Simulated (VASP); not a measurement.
Here is a VASP 6.6.1 calculation.

File INCAR:

```
SYSTEM = InSb
ALGO = Normal ; EDIFF = 1E-7
ENCUT = 520 ; GGA = PE
ISIF = 2 ; ISMEAR = 0
LASPH = .TRUE. ; LCHARG = .TRUE.
LELF = .TRUE. ; LREAL = .FALSE.
LVHAR = .TRUE. ; LWAVE = .FALSE.
NBANDS = 16 ; NELM = 80
PREC = Accurate ; SIGMA = 0.15
```

KPOINTS

```
k-points
0
G
  12 12 12
  0 0 0
```

POSCAR

```
InSb
1.0
    0.0000000000      3.2391000000      3.2876865000
    3.2391000000      0.0000000000      3.2876865000
    3.2391000000      3.2391000000      0.0000000000
In Sb
1 1
Direct
    0.0000000000      0.0000000000      0.0000000000
    0.7500000000      0.7500000000      0.7500000000
```

Potentials or basis: VASP PAW PBE potentials, release 64 (In_d, Sb).

Run with:

```console
$ cat potpaw_PBE.64/In_d/POTCAR potpaw_PBE.64/Sb/POTCAR > POTCAR
$ mpirun -np 1 vasp_std > vasp.out
```

Problem. What does it give for the pressure?

Solution. 2.4 GPa.

Problem. Estimate the band gap on the k mesh.

Solution. Zero (filled and empty bands touch).

Stress tensor (GPa, compression positive):
```
2.51 0.00 0.00
0.00 2.51 0.00
0.00 0.00 2.11
```

Caveat: the cell differs from its parent crystal (strain +0.000 along x and y, +0.015 along z); semilocal functionals underestimate gaps, so a narrow gap can read as zero; spin-orbit coupling is left out, which moves the levels of the heavy elements.
